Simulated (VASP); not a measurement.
The system is TiCo.

```xyz
2
Lattice="3.0059 0.0000 0.0000 0.0000 3.0059 0.0000 0.0000 0.0000 3.0059" Properties=species:S:1:pos:R:3 pbc="T T T"
Co    1.5029    1.5029    1.5029
Ti    0.0000    0.0000    0.0000
```

Base run:

```yaml
Program: VASP 6.6.1
Functional: r2SCAN
Potentials_or_basis: VASP PAW PBE potentials, release 64 (Co, Ti_sv)
Cutoff: 520 eV
k_mesh: 9 × 9 × 9
Occupations: fermi-dirac, width 0.05 eV
Spin: collinear spin, ferromagnetic start
Starting_moments: "[2.0, 1.0] μB"
```

Its results: pressure -2.3 GPa; net moment 0.87 μB per cell; site moments Co +1.41; Ti -0.32 μB.

The run is repeated on the same cell with these changes: functional from r2SCAN to PBE; further incar settings from ALGO = Normal; EDIFF = 1e-07; NBANDS = 22 to ALGO = Fast; EDIFF = 1e-06; NBANDS = 22. What comes out?

Pressure -4.1 GPa; net moment 0.82 μB per cell; site moments Co +0.92; Ti -0.04 μB.

Caveats: the PAW data sets were made with another functional, which shifts forces and pressure a little (at least some runs); the cell stands under tension (at least some runs).
